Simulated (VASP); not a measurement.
# BP (F-43m) in VASP: further runs

Aim: see how the results for BP move with the level of theory and the settings. Levels: PBE, LDA. Tasks: vibrations by perturbation theory.

Everything below comes from runs of VASP 6.6.1. Logs are shortened: lines on timing, memory, paths and dates and some standing lists are left out, and cuts for length are marked.

## (1) The cell of the first run

The structure is cubic, space group F-43m (No. 216). Conventional cell: a = 4.538 Å, b = 4.538 Å, c = 4.538 Å, α = 90.00°, β = 90.00°, γ = 90.00°. Within 2.6 Å of P (site symmetry -43m) lie 4 B at 1.97 Å. B (site symmetry -43m) has 4 P at 1.97 Å within 2.6 Å.

## (2) Vibrations by perturbation theory, PBE

Contents of INCAR:

```
SYSTEM = BP
PREC     = Accurate       ! precision mode
ENCUT    = 520            ! plane-wave cutoff, eV
EDIFF    = 1E-8           ! SCF threshold, eV
ISMEAR   = -1             ! smearing method
SIGMA    = 0.05           ! smearing width, eV
LREAL    = .False.        ! projectors in reciprocal space
LASPH    = .True.         ! aspherical terms in the spheres
NELM     = 60             ! most SCF steps
ALGO     = Normal         ! electronic algorithm
ISIF     = 2              ! what is computed and relaxed
LWAVE    = .False.        ! write WAVECAR
LCHARG   = .False.        ! write CHGCAR
GGA      = PE             ! functional
NBANDS   = 11             ! bands
IBRION   = 8              ! ionic algorithm
NSW      = 1              ! ionic steps
```

Contents of KPOINTS:

```
regular mesh
0
Gamma
  10 10 10
  0 0 0
```

Contents of POSCAR:

```
BP
1.0
    0.0000000000      2.2690000000      2.2690000000
    2.2690000000      0.0000000000      2.2690000000
    2.2690000000      2.2690000000      0.0000000000
P B
1 1
Direct
    0.7500000000      0.7500000000      0.7500000000
    0.0000000000      0.0000000000      0.0000000000
```

Potentials or basis: VASP PAW PBE potentials, release 64 (P, B).

Started as:

```sh
> cat potpaw_PBE.64/P/POTCAR potpaw_PBE.64/B/POTCAR > POTCAR
> mpirun -np 1 vasp_std > vasp.out
```

OUTCAR:

```text
SYSTEM = BP
   PREC = Accurate
   ENCUT = 520
   EDIFF = 1E-8
   ISMEAR = -1
   LREAL = .False.
   LASPH = .True.
   NELM = 60
   ISIF = 2
   GGA = PE
   IBRION = 8
   NSW = 1

 ion  position               nearest neighbor table
   1  0.750  0.750  0.750-   2 1.97   2 1.97   2 1.97   2 1.97
   2  0.000  0.000  0.000-   1 1.97   1 1.97   1 1.97   1 1.97

  LATTYP: Found a face centered cubic cell.
 ALAT       =     4.5380000000

  Lattice vectors:

 A1 = (   0.0000000000,   2.2690000000,   2.2690000000)
 A2 = (   2.2690000000,   0.0000000000,   2.2690000000)
 A3 = (   2.2690000000,   2.2690000000,   0.0000000000)

Analysis of symmetry for initial positions (statically):
=====================================================================
 Subroutine PRICEL returns:
 Original cell was already a primitive cell.

 Routine SETGRP: Setting up the symmetry group for a
 face centered cubic supercell.

 Subroutine GETGRP returns: Found 24 space group operations
 (whereof 24 operations were pure point group operations)
 out of a pool of 48 trial point group operations.

The static configuration has the point symmetry T_d .

Analysis of symmetry for dynamics (positions and initial velocities):
=====================================================================
 Subroutine PRICEL returns:
 Original cell was already a primitive cell.

 Routine SETGRP: Setting up the symmetry group for a
 face centered cubic supercell.

 Subroutine GETGRP returns: Found 24 space group operations
 (whereof 24 operations were pure point group operations)
 out of a pool of 48 trial point group operations.

The dynamic configuration has the point symmetry T_d .

 Subroutine INISYM returns: Found 24 space group operations
 (whereof 24 operations are pure point group operations),
 and found     1 'primitive' translations

----------------------------------------------------------------------------------------

                                     Primitive cell

  volume of cell :      23.3633

  direct lattice vectors                    reciprocal lattice vectors
     0.000000000  2.269000000  2.269000000    -0.220361393  0.220361393  0.220361393
     2.269000000  0.000000000  2.269000000     0.220361393 -0.220361393  0.220361393
     2.269000000  2.269000000  0.000000000     0.220361393  0.220361393 -0.220361393

  length of vectors
     3.208850573  3.208850573  3.208850573     0.381677128  0.381677128  0.381677128

  position of ions in fractional coordinates (direct lattice)
     0.750000000  0.750000000  0.750000000
     0.000000000  0.000000000  0.000000000

  ion indices of the primitive-cell ions
   primitive index   ion index
                 1           1
                 2           2

----------------------------------------------------------------------------------------

 KPOINTS: regular mesh

Automatic generation of k-mesh.
 Grid dimensions read from file:
 generate k-points for:   10   10   10

 Generating k-lattice:

  Cartesian coordinates                     Fractional coordinates (reciprocal lattice)
    -0.022036139  0.022036139  0.022036139     0.100000000  0.000000000  0.000000000
     0.022036139 -0.022036139  0.022036139     0.000000000  0.100000000  0.000000000
     0.022036139  0.022036139 -0.022036139     0.000000000  0.000000000  0.100000000

  Length of vectors
     0.038167713  0.038167713  0.038167713

  Shift w.r.t. Gamma in fractional coordinates (k-lattice)
[... 76 lines left out ...]
   LORBIT       =      0    0 simple, 1 ext, 2 COOP (PROOUT), +10 PAW based schemes
   GGA     = PE    functional components
   LHFCALC =     F    Hartree Fock is set to
   AEXX    =    0.0000 exact exchange contribution
   IVDW    =     0    specifies the selected vdW correction
   LEPSILON=     F    determine dielectric tensor
   LRPA    =     F    only Hartree local field effects (RPA)
 non-spin polarized calculation
  energy-cutoff  :      520.00
  volume of cell :       23.36
 maximum number of plane-waves:       639
   NGX = 11   NGY = 11   NGZ = 11

--------------------------------------- Ionic step        1  -------------------------------------------

 number of electron       8.0000000 magnetization

 Free energy of the ion-electron system (eV)
  ---------------------------------------------------
  ext. energy  EPLUGINS =         0.00000000
  ---------------------------------------------------
  free energy    TOTEN  =       -12.93048088 eV

  energy without entropy =      -12.93048083  energy(sigma->0) =      -12.93048086

 E-fermi :   8.0339     XC(G=0): -10.9072

 val. band max:        7.4328387302   @ k =   0.0000   0.0000   0.0000
 cond. band min:       8.6721241835   @ k =   0.4000   0.4000   0.0000
 fundamental gap:      1.2392854532
 Fermi energy:         8.0338937876

 k-point     1 :       0.0000    0.0000    0.0000
  band No.  band energies     occupation
      1      -8.0276      2.00000
      2       7.4328      1.99999
      3       7.4328      1.99999
      4       7.4328      1.99999
      5      10.8335      0.00000
      6      10.8335      0.00000
      7      10.8335      0.00000
      8      14.8071      0.00000
      9      18.9458      0.00000
     10      19.5615      0.00000
     11      19.5615      0.00000
[... 309 lines left out ...]
 k-point    24 :       0.4000    0.3000    0.0000
  band No.  band energies     occupation
      1      -5.0880      2.00000
      2       1.2727      2.00000
      3       3.3844      2.00000
      4       3.9175      2.00000
      5       9.2444      0.00000
      6      11.0561      0.00000
      7      16.9122      0.00000
      8      16.9205      0.00000
      9      21.4338      0.00000
     10      22.6947      0.00000
     11      24.4913      0.00000

 [... further k-points ...]
[... 5 lines left out ...]
  --------------------------------------------------------------------------------------
  -------------------------------------------------------------------------------------
  Total        0.1311689      0.1311689      0.1311689      0.0000000      0.0000000      0.0000000
  in kB        8.9951400      8.9951400      8.9951400      0.0000000      0.0000000      0.0000000
  external PRESSURE =       8.9951400 kB  Pullay stress =       0.0000000 kB

 VOLUME and BASIS-vectors are now :
 -----------------------------------------------------------------------------
  energy-cutoff  :      520.00
  volume of cell :       23.36
      direct lattice vectors                 reciprocal lattice vectors
     0.000000000  2.269000000  2.269000000    -0.220361393  0.220361393  0.220361393
     2.269000000  0.000000000  2.269000000     0.220361393 -0.220361393  0.220361393
     2.269000000  2.269000000  0.000000000     0.220361393  0.220361393 -0.220361393

 POSITION                                       TOTAL-FORCE (eV/Angst)
 -----------------------------------------------------------------------------------
      3.40350      3.40350      3.40350        -0.000000     -0.000000     -0.000000
      0.00000      0.00000      0.00000         0.000000      0.000000      0.000000
 -----------------------------------------------------------------------------------
    total drift:                               -0.000000     -0.000000     -0.000000

  FREE ENERGIE OF THE ION-ELECTRON SYSTEM (eV)
  ---------------------------------------------------
  free  energy   TOTEN  =       -12.9304808849 eV

  energy  without entropy=      -12.9304808343  energy(sigma->0) =      -12.93048086

[... ionic steps 2 to 3 ...]

--------------------------------------- Ionic step        4  -------------------------------------------

------------------------ aborting loop because EDIFF is reached ----------------------------------------

[... ionic steps 5 to 6 ...]

--------------------------------------- Ionic step        7  -------------------------------------------

 Free energy of the ion-electron system (eV)
  ---------------------------------------------------
  ---------------------------------------------------
  free energy    TOTEN  =        -0.04211435 eV

  energy without entropy =       -0.04211435

------------------------ aborting loop because EDIFF is reached ----------------------------------------

 INTERNAL STRAIN TENSOR  FOR ION    2  DIRECTION 1   (eV/Angst):
 -----------------------------------------------------------------------------
    -0.00354  0.00000  0.00000
     0.00000  0.00072 -7.20535
     0.00000 -7.20535  0.00072

 INTERNAL STRAIN TENSOR FOR ION    2 for displacements in x,y,z  (eV/Angst):
          X           Y           Z          XY          YZ          ZX
  --------------------------------------------------------------------------------
  x     0.00000    -0.00000    -0.00000     0.00000    -7.20535     0.00000
  y     0.00000     0.00000     0.00000     0.00000     0.00000    -7.20535
  z    -0.00000    -0.00000     0.00000    -7.20535     0.00000     0.00000

 SECOND DERIVATIVES (NOT SYMMETRIZED)
 ------------------------------------
               1X          1Y          1Z          2X          2Y          2Z
  1X   -19.047722    0.000000    0.000000   19.047722    0.000000    0.000000
  1Y     0.000000  -19.047722    0.000000    0.000000   19.047722    0.000000
  1Z     0.000000    0.000000  -19.047722    0.000000    0.000000   19.047722
  2X    19.049485    0.000000    0.000000  -19.049485    0.000000    0.000000
  2Y     0.000000   19.049485    0.000000    0.000000  -19.049485    0.000000
  2Z     0.000000    0.000000   19.049485    0.000000    0.000000  -19.049485

 Eigenvectors and eigenvalues of the dynamical matrix
 ----------------------------------------------------

   1 f  =   24.102704 THz   151.441755 2PiTHz  803.979663 cm-1    99.680729 meV
             X         Y         Z           dx          dy          dz
      3.403500  3.403500  3.403500    -0.508637    0.000000    0.000000
      0.000000  0.000000  0.000000     0.860981    0.000000    0.000000
[... 21 lines left out ...]
   6 f/i=    0.000489 THz     0.003070 2PiTHz    0.016297 cm-1     0.002021 meV
             X         Y         Z           dx          dy          dz
      3.403500  3.403500  3.403500    -0.860981    0.000000    0.000000
      0.000000  0.000000  0.000000    -0.508637    0.000000    0.000000

--------------------------------------------------------------------------------------------------------

 ELASTIC MODULI CONTR FROM IONIC RELAXATION (kBar)
 Direction    XX          YY          ZZ          XY          YZ          ZX
 --------------------------------------------------------------------------------
 XX          -0.0000     -0.0000     -0.0000     -0.0000     -0.0000      0.0000
 YY          -0.0000     -0.0000     -0.0000     -0.0000     -0.0000     -0.0000
 ZZ          -0.0000     -0.0000     -0.0000     -0.0000     -0.0000      0.0000
 XY          -0.0000     -0.0000     -0.0000   -175.6947      0.0000      0.0000
 YZ          -0.0000     -0.0000     -0.0000      0.0000   -175.6947      0.0000
 ZX           0.0000     -0.0000      0.0000      0.0000      0.0000   -175.6947
 --------------------------------------------------------------------------------
```

Wall time 51 s (1 thread of Intel Xeon Platinum 8488C (Sapphire Rapids), shared host); peak memory 0.21 GiB.

Results:

- Highest phonon frequency at Γ, LO-TO splitting left out: 804 cm⁻¹

Phonon frequencies in cm⁻¹ (negative: imaginary):
```
              q point        frequencies
(0.000, 0.000, 0.000)  0 0 0 804 804 804
```

## (3) Vibrations by perturbation theory, LDA

Contents of INCAR:

```
SYSTEM = BP
PREC = Accurate
ENCUT = 520
EDIFF = 1E-8
ISMEAR = 0
SIGMA = 0.01
LREAL = .FALSE.
LASPH = .TRUE.
NELM = 60
ALGO = Normal
ISIF = 2
LWAVE = .FALSE.
LCHARG = .FALSE.
IBRION = 8
NSW = 1
LEPSILON = .TRUE.
```

Contents of KPOINTS:

```
regular mesh
0
G
  7 7 7
  0 0 0
```

POSCAR is that of step 2.

Potentials or basis: VASP PAW LDA potentials, release 64 (P, B).

Started as:

```sh
> cat potpaw_LDA.64/P/POTCAR potpaw_LDA.64/B/POTCAR > POTCAR
> mpirun -np 1 vasp_std > vasp.out
```

OUTCAR:

```text
SYSTEM = BP
   PREC = Accurate
   ENCUT = 520
   EDIFF = 1E-8
   ISMEAR = 0
   LREAL = .FALSE.
   LASPH = .TRUE.
   NELM = 60
   ISIF = 2
   IBRION = 8
   NSW = 1
   LEPSILON = .TRUE.

 ion  position               nearest neighbor table
   1  0.750  0.750  0.750-   2 1.97   2 1.97   2 1.97   2 1.97
   2  0.000  0.000  0.000-   1 1.97   1 1.97   1 1.97   1 1.97

  LATTYP: Found a face centered cubic cell.
 ALAT       =     4.5380000000

  Lattice vectors:

 A1 = (   0.0000000000,   2.2690000000,   2.2690000000)
 A2 = (   2.2690000000,   0.0000000000,   2.2690000000)
 A3 = (   2.2690000000,   2.2690000000,   0.0000000000)

Analysis of symmetry for initial positions (statically):
=====================================================================
 Subroutine PRICEL returns:
 Original cell was already a primitive cell.

 Routine SETGRP: Setting up the symmetry group for a
 face centered cubic supercell.

[... 510 lines left out ...]
 SECOND DERIVATIVES (NOT SYMMETRIZED)
 ------------------------------------
               1X          1Y          1Z          2X          2Y          2Z
  1X   -18.586412    0.000000    0.000000   18.586412    0.000000    0.000000
  1Y     0.000000  -18.586412    0.000000    0.000000   18.586412    0.000000
  1Z     0.000000    0.000000  -18.586412    0.000000    0.000000   18.586412
  2X    18.590515    0.000000    0.000000  -18.590515    0.000000    0.000000
  2Y     0.000000   18.590515    0.000000    0.000000  -18.590515    0.000000
  2Z     0.000000    0.000000   18.590515    0.000000    0.000000  -18.590515

 Eigenvectors and eigenvalues of the dynamical matrix
 ----------------------------------------------------

   1 f  =   23.810179 THz   149.603766 2PiTHz  794.222079 cm-1    98.470943 meV
             X         Y         Z           dx          dy          dz
      3.403500  3.403500  3.403500     0.000000    0.508613    0.000000
      0.000000  0.000000  0.000000     0.000000   -0.860995    0.000000
[... 21 lines left out ...]
   6 f/i=    0.001151 THz     0.007231 2PiTHz    0.038388 cm-1     0.004760 meV
             X         Y         Z           dx          dy          dz
      3.403500  3.403500  3.403500     0.000000    0.000000    0.860995
      0.000000  0.000000  0.000000     0.000000    0.000000    0.508613

--------------------------------------------------------------------------------------------------------

 MACROSCOPIC STATIC DIELECTRIC TENSOR IONIC CONTRIBUTION
 ------------------------------------------------------
           0.107694     0.000000     0.000000
           0.000000     0.107694     0.000000
           0.000000     0.000000     0.107694
 ------------------------------------------------------

 ELASTIC MODULI CONTR FROM IONIC RELAXATION (kBar)
 Direction    XX          YY          ZZ          XY          YZ          ZX
 --------------------------------------------------------------------------------
 XX          -0.0000      0.0000      0.0000      0.0000     -0.0000      0.0000
 YY           0.0000     -0.0000     -0.0000      0.0000      0.0000     -0.0000
 ZZ           0.0000     -0.0000     -0.0000     -0.0000      0.0000      0.0000
 XY           0.0000      0.0000     -0.0000   -149.6682      0.0000      0.0000
 YZ          -0.0000      0.0000      0.0000      0.0000   -149.6682      0.0000
 ZX           0.0000     -0.0000      0.0000      0.0000      0.0000   -149.6682
 --------------------------------------------------------------------------------

 PIEZOELECTRIC TENSOR IONIC CONTR  for field in x, y, z        (C/m^2)
          XX          YY          ZZ          XY          YZ          ZX
  --------------------------------------------------------------------------------
  x     0.00000    -0.00000    -0.00000     0.00000     0.11946     0.00000
  y    -0.00000     0.00000    -0.00000     0.00000     0.00000     0.11946
  z    -0.00000    -0.00000     0.00000     0.11946     0.00000     0.00000
```

stdout:

```text
POSCAR found type information on POSCAR P B
 POSCAR found :  2 types and       2 ions
 scaLAPACK will be used
 LDA part: xc-table for (Slater(with rela. corr.)+CA(PZ))
 , standard interpolation
 POSCAR, INCAR and KPOINTS ok, starting setup
 FFT: planning ... GRIDC
 FFT: planning ... GRID_SOFT
 FFT: planning ... GRID
[... 24 lines left out ...]
 Linear response to external field, progress :
  Direction:   3
 dielectric tensor                  component  3 :     2.093     2.356     9.838
 Linear response DOF=           2
 Linear response progress:
 first order change of Fermi-energy   0.12299E+01
 force on displaced ion       1 direction 1 : -18.586   0.000   0.000
 Born effective charge ion    1 direction 1 :   0.426   0.000   0.000
 Linear response progress:
 first order change of Fermi-energy  -0.12297E+01
 force on displaced ion       2 direction 1 : -18.591   0.000   0.000
 Born effective charge ion    2 direction 1 :  -0.596   0.000   0.000
 Born effective charges drift removed
 Linear response finished
```

Run time: 49 s. Hardware: 1 thread of Intel Xeon 6975P-C (Granite Rapids), shared host; peak memory 0.15 GiB.

Results:

```
Electronic dielectric tensor (diagonal)                 : 9.84
Born charges (mean of the diagonal)                     : P +0.51; B -0.51 e
Highest phonon frequency at Γ, LO-TO splitting left out : 794 cm⁻¹
```

Phonon frequencies in cm⁻¹ (negative: imaginary):
```csv
q point,frequencies
"(0.000, 0.000, 0.000)",0 0 0 794 794 794
```

Electronic dielectric tensor:
```
9.84 0.00 0.00
0.00 9.84 0.00
0.00 0.00 9.84
```

Born effective charge tensors (e):
atom 1, P
```
0.51 0.00 0.00
0.00 0.51 0.00
0.00 0.00 0.51
```
atom 2, B
```
-0.51  0.00  0.00
 0.00 -0.51  0.00
 0.00  0.00 -0.51
```

Caveat: the cell wasn't relaxed at this level first, which shifts response properties.
